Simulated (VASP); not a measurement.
# NaCl (Fm-3m) in VASP: single point with r2SCAN

Aim: the single point of NaCl with r2SCAN.

Everything below comes from runs of VASP 6.6.1. Logs are shortened: lines on timing, memory, paths and dates and some standing lists are left out, and cuts for length are marked.

## (1) The cell of the first run

Symmetry: Fm-3m, No. 225, cubic system. The conventional cell has a = 5.663 Å, b = 5.663 Å, c = 5.663 Å, α = 90.00°, β = 90.00°, γ = 90.00°. Na (site symmetry m-3m) has 6 Cl at 2.83 Å within 3.7 Å. Within 3.7 Å of Cl (site symmetry m-3m) lie 6 Na at 2.83 Å.

## (2) Single point, r2SCAN

POSCAR reads:

```
NaCl
1.0
    0.0000000000      2.8317500000      2.8317500000
    2.8317500000      0.0000000000      2.8317500000
    2.8317500000      2.8317500000      0.0000000000
Na Cl
1 1
Direct
    0.0000000000      0.0000000000      0.0000000000
    0.5000000000      0.5000000000      0.5000000000
```

INCAR.step1 reads:

```
SYSTEM = NaCl
ALGO = Normal
EDIFF = 1E-5
ENCUT = 550
GGA = PE
GGA_COMPAT = .FALSE.
ISMEAR = 0
LASPH = .TRUE.
LCHARG = .FALSE.
LREAL = .FALSE.
LWAVE = .TRUE.
NBANDS = 14
NELM = 120
PREC = Accurate
SIGMA = 0.1
```

INCAR.step2 reads:

```
SYSTEM = NaCl
ALGO = Normal
EDIFF = 1E-6
ENCUT = 550
GGA_COMPAT = .FALSE.
ISIF = 2
ISMEAR = 0
ISTART = 1
LASPH = .TRUE.
LCHARG = .FALSE.
LMIXTAU = .TRUE.
LREAL = .FALSE.
LWAVE = .FALSE.
METAGGA = R2SCAN
NBANDS = 14
NELM = 120
PREC = Accurate
SIGMA = 0.1
```

KPOINTS reads:

```
k-points
0
G
  6 6 6
  0 0 0
```

Potentials or basis: VASP PAW PBE potentials, release 64 (Na_pv, Cl).

The run is started by

```bash
> cat potpaw_PBE.64/Na_pv/POTCAR potpaw_PBE.64/Cl/POTCAR > POTCAR
> cp INCAR.step1 INCAR
> mpirun -np 1 vasp_std > vasp.out
> cp INCAR.step2 INCAR
> mpirun -np 1 vasp_std > vasp.out
```

OUTCAR:

```text
SYSTEM = NaCl
   EDIFF = 1E-6
   ENCUT = 550
   ISIF = 2
   ISMEAR = 0
   ISTART = 1
   LASPH = .TRUE.
   LREAL = .FALSE.
   METAGGA = R2SCAN
   NELM = 120
   PREC = Accurate

 ion  position               nearest neighbor table
   1  0.000  0.000  0.000-
   2  0.500  0.500  0.500-

  LATTYP: Found a face centered cubic cell.
 ALAT       =     5.6635000000

  Lattice vectors:

 A1 = (   0.0000000000,   2.8317500000,   2.8317500000)
 A2 = (   2.8317500000,   0.0000000000,   2.8317500000)
 A3 = (   2.8317500000,   2.8317500000,   0.0000000000)

Analysis of symmetry for initial positions (statically):
=====================================================================
 Subroutine PRICEL returns:
 Original cell was already a primitive cell.

 Routine SETGRP: Setting up the symmetry group for a
 face centered cubic supercell.

 Subroutine GETGRP returns: Found 48 space group operations
 (whereof 48 operations were pure point group operations)
 out of a pool of 48 trial point group operations.

The static configuration has the point symmetry O_h .

Analysis of symmetry for dynamics (positions and initial velocities):
=====================================================================
 Subroutine PRICEL returns:
 Original cell was already a primitive cell.

 Routine SETGRP: Setting up the symmetry group for a
 face centered cubic supercell.

 Subroutine GETGRP returns: Found 48 space group operations
 (whereof 48 operations were pure point group operations)
 out of a pool of 48 trial point group operations.

The dynamic configuration has the point symmetry O_h .

 Subroutine INISYM returns: Found 48 space group operations
 (whereof 48 operations are pure point group operations),
 and found     1 'primitive' translations

----------------------------------------------------------------------------------------

                                     Primitive cell

  volume of cell :      45.4145

  direct lattice vectors                    reciprocal lattice vectors
     0.000000000  2.831750000  2.831750000    -0.176569259  0.176569259  0.176569259
     2.831750000  0.000000000  2.831750000     0.176569259 -0.176569259  0.176569259
     2.831750000  2.831750000  0.000000000     0.176569259  0.176569259 -0.176569259

  length of vectors
     4.004699255  4.004699255  4.004699255     0.305826928  0.305826928  0.305826928

  position of ions in fractional coordinates (direct lattice)
     0.000000000  0.000000000  0.000000000
     0.500000000  0.500000000  0.500000000

  ion indices of the primitive-cell ions
   primitive index   ion index
                 1           1
                 2           2

----------------------------------------------------------------------------------------

 KPOINTS: k-points

Automatic generation of k-mesh.
 Grid dimensions read from file:
 generate k-points for:    6    6    6

 Generating k-lattice:

  Cartesian coordinates                     Fractional coordinates (reciprocal lattice)
    -0.029428210  0.029428210  0.029428210     0.166666667  0.000000000  0.000000000
     0.029428210 -0.029428210  0.029428210     0.000000000  0.166666667  0.000000000
     0.029428210  0.029428210 -0.029428210     0.000000000  0.000000000  0.166666667

  Length of vectors
     0.050971155  0.050971155  0.050971155

  Shift w.r.t. Gamma in fractional coordinates (k-lattice)
     0.000000000  0.000000000  0.000000000

 Subroutine IBZKPT returns following result:
 ===========================================

 Found     16 irreducible k-points:

 Following reciprocal coordinates:
            Coordinates               Weight
  0.000000  0.000000  0.000000      1.000000
  0.166667  0.000000  0.000000      8.000000
  0.333333  0.000000  0.000000      8.000000
  0.500000  0.000000  0.000000      4.000000
  0.166667  0.166667  0.000000      6.000000
  0.333333  0.166667  0.000000     24.000000
[... 8 lines left out ...]
 -0.333333  0.333333  0.166667     24.000000
 -0.333333  0.500000  0.166667     12.000000
   k-points           NKPTS =     16   k-points in BZ     NKDIM =     16   number of bands    NBANDS=     14
   number of dos      NEDOS =    301   number of ions     NIONS =      2
   total plane-waves  NPLWV =  32768
   dimension x,y,z NGX =    32 NGY =   32 NGZ =   32
   dimension x,y,z NGXF=    64 NGYF=   64 NGZF=   64
   ions per type =               1   1
   NGX,Y,Z   is equivalent  to a cutoff of  13.28, 13.28, 13.28 a.u.
   NGXF,Y,Z  is equivalent  to a cutoff of  26.57, 26.57, 26.57 a.u.
 SYSTEM =  NaCl
   PREC   = accura    normal or accurate (medium, high low for compatibility)
   ISTART =      1    job   : 0-new  1-cont  2-samecut
   ICHARG =      0    charge: 1-file 2-atom 10-const
   ISPIN  =      1    spin polarized calculation?
   LNONCOLLINEAR =      F non collinear calculations
   LSORBIT =      F    spin-orbit coupling
   LASPH  =      T    aspherical Exc in radial PAW
   ENCUT  =  550.0 eV  40.42 Ry    6.36 a.u.   7.66  7.66  7.66*2*pi/ulx,y,z
   NELM   =    120;   NELMIN=  2; NELMDL=  0     # of ELM steps
   EDIFF  = 0.1E-05   stopping-criterion for ELM
   LREAL  =      F    real-space projection
   EDIFFG = 0.1E-04   stopping-criterion for IOM
   NSW    =      0    number of steps for IOM
   IBRION =     -1    ionic relax: 0-MD 1-quasi-New 2-CG
   NFREE  =      0    steps in history (QN), initial steepest desc. (CG)
   ISIF   =      2    stress and relaxation
   ISYM   =      2    0-nonsym 1-usesym 2-fastsym
   POTIM  = 0.5000    time-step for ionic-motion
   TEBEG  =    0.0;   TEEND  =   0.0 temperature during run
   PSTRESS=    0.0 pullay stress
   NELECT =      14.0000    total number of electrons
   NUPDOWN=      -1.0000    fix difference up-down
   EMIN   =  10.00;   EMAX   =-10.00  energy-range for DOS
   EFERMI =   0.00;   METHOD = LEGACY
   ISMEAR =     0;   SIGMA  =   0.10  broadening in eV -4-tet -1-fermi 0-gaus
   EFERMI_NEDOS =   21; number of points for ismear=-14 and -15
   IALGO  =     38    algorithm
   IMIX   =      4    mixing-type and parameters
     AMIX     =   0.40;   BMIX     =  1.00
     AMIX_MAG =   1.60;   BMIX_MAG =  1.00
  volume/ion in A,a.u.               =      22.71       153.24
  Fermi-wavevector in a.u.,A,eV,Ry     =   1.105909  2.089864 16.640388  1.223034
  Thomas-Fermi vector in A             =   2.242402
   LORBIT       =      0    0 simple, 1 ext, 2 COOP (PROOUT), +10 PAW based schemes
   METAGGA = R2SCAN    functional components
   LHFCALC =     F    Hartree Fock is set to
   AEXX    =    0.0000 exact exchange contribution
   IVDW    =     0    specifies the selected vdW correction
   LEPSILON=     F    determine dielectric tensor
   LRPA    =     F    only Hartree local field effects (RPA)
 non-spin polarized calculation
 Gauss-broadening in eV      SIGMA  =   0.10
  energy-cutoff  :      550.00
  volume of cell :       45.41
 maximum number of plane-waves:      1363
 NGX is ok and might be reduce to    32
   NGX = 15   NGY = 15   NGZ = 15

 number of electron      14.0000001 magnetization

 Free energy of the ion-electron system (eV)
  ---------------------------------------------------
  ext. energy  EPLUGINS =         0.00000000
  ---------------------------------------------------
  free energy    TOTEN  =       -13.78549148 eV

  energy without entropy =      -13.78549148  energy(sigma->0) =      -13.78549148

 E-fermi :  -0.7229     XC(G=0):  -8.5859

 val. band max:       -1.2352053537   @ k =   0.0000   0.0000   0.0000
 cond. band min:       4.6348318226   @ k =   0.0000   0.0000   0.0000
 fundamental gap:      5.8700371763
 Fermi energy:        -0.7229176085

 k-point     1 :       0.0000    0.0000    0.0000
  band No.  band energies     occupation
      1     -22.7785      2.00000
      2     -22.7785      2.00000
      3     -22.7785      2.00000
      4     -14.4288      2.00000
      5      -1.2352      2.00000
      6      -1.2352      2.00000
      7      -1.2352      2.00000
      8       4.6348      0.00000
      9      10.5129      0.00000
     10      10.5129      0.00000
     11      10.5129      0.00000
     12      12.7471      0.00000
     13      12.7471      0.00000
     14      14.3094      0.00000

 k-point     2 :       0.1667    0.0000    0.0000
  band No.  band energies     occupation
      1     -22.7852      2.00000
      2     -22.7789      2.00000
      3     -22.7789      2.00000
      4     -14.3500      2.00000
      5      -1.8096      2.00000
      6      -1.3060      2.00000
      7      -1.3060      2.00000
      8       5.4316      0.00000
      9       9.7248      0.00000
     10      10.8236      0.00000
     11      10.8236      0.00000
     12      12.4692      0.00000
     13      12.4692      0.00000
     14      15.6109      0.00000

 k-point     3 :       0.3333    0.0000    0.0000
  band No.  band energies     occupation
      1     -22.7985      2.00000
      2     -22.7798      2.00000
      3     -22.7798      2.00000
      4     -14.1859      2.00000
      5      -2.7261      2.00000
      6      -1.4414      2.00000
      7      -1.4414      2.00000
      8       6.5094      0.00000
      9       9.5926      0.00000
     10      10.7172      0.00000
     11      10.7172      0.00000
     12      13.5633      0.00000
     13      13.5633      0.00000
     14      14.9736      0.00000
[... 188 lines left out ...]
 k-point    15 :      -0.3333    0.3333    0.1667
  band No.  band energies     occupation
      1     -22.7964      2.00000
      2     -22.7882      2.00000
      3     -22.7839      2.00000
      4     -14.0522      2.00000
      5      -2.6793      2.00000
      6      -2.2096      2.00000
      7      -1.7643      2.00000
      8       8.3342      0.00000
      9       8.8003      0.00000
     10       9.4095      0.00000
     11      11.4674      0.00000
     12      13.7778      0.00000
     13      15.3204      0.00000
     14      16.2158      0.00000

 k-point    16 :      -0.3333    0.5000    0.1667
  band No.  band energies     occupation
      1     -22.7936      2.00000
      2     -22.7883      2.00000
      3     -22.7872      2.00000
      4     -14.0398      2.00000
      5      -2.6589      2.00000
      6      -2.1387      2.00000
      7      -1.9373      2.00000
      8       8.0309      0.00000
      9       8.2444      0.00000
     10       9.9765      0.00000
     11      11.6977      0.00000
     12      14.9451      0.00000
     13      15.7716      0.00000
     14      15.9802      0.00000

------------------------ aborting loop because EDIFF is reached ----------------------------------------

  FORCE on cell =-STRESS in cart. coord.  units (eV):
  Direction    XX          YY          ZZ          XY          YZ          ZX
  --------------------------------------------------------------------------------------
  -------------------------------------------------------------------------------------
  Total       -0.2738947     -0.2738947     -0.2738947     -0.0000000      0.0000000      0.0000000
  in kB       -9.6627220     -9.6627220     -9.6627220     -0.0000000      0.0000000      0.0000000
  external PRESSURE =      -9.6627220 kB  Pullay stress =       0.0000000 kB

 VOLUME and BASIS-vectors are now :
 -----------------------------------------------------------------------------
  energy-cutoff  :      550.00
  volume of cell :       45.41
      direct lattice vectors                 reciprocal lattice vectors
     0.000000000  2.831750000  2.831750000    -0.176569259  0.176569259  0.176569259
     2.831750000  0.000000000  2.831750000     0.176569259 -0.176569259  0.176569259
     2.831750000  2.831750000  0.000000000     0.176569259  0.176569259 -0.176569259

 POSITION                                       TOTAL-FORCE (eV/Angst)
 -----------------------------------------------------------------------------------
      0.00000      0.00000      0.00000         0.000000      0.000000      0.000000
      2.83175      2.83175      2.83175        -0.000000     -0.000000     -0.000000
 -----------------------------------------------------------------------------------
    total drift:                                0.000000     -0.000000     -0.000000

  FREE ENERGIE OF THE ION-ELECTRON SYSTEM (eV)
  ---------------------------------------------------
  free  energy   TOTEN  =       -13.7854914752 eV

  energy  without entropy=      -13.7854914752  energy(sigma->0) =      -13.78549148
```

Run time: 95 s. Hardware: 1 thread of AMD EPYC 7R43 (Zen 3), shared host; peak memory 0.14 GiB.

Results:

```yaml
Free_energy: -13.7855 eV
Pressure: -1.0 GPa
Band_gap_on_the_k_mesh: 5.87 eV
```

Caveat: the PAW data sets were made with another functional, which shifts forces and pressure a little. r2SCAN opens gaps a little over a GGA but as a rule still falls short of measured ones.
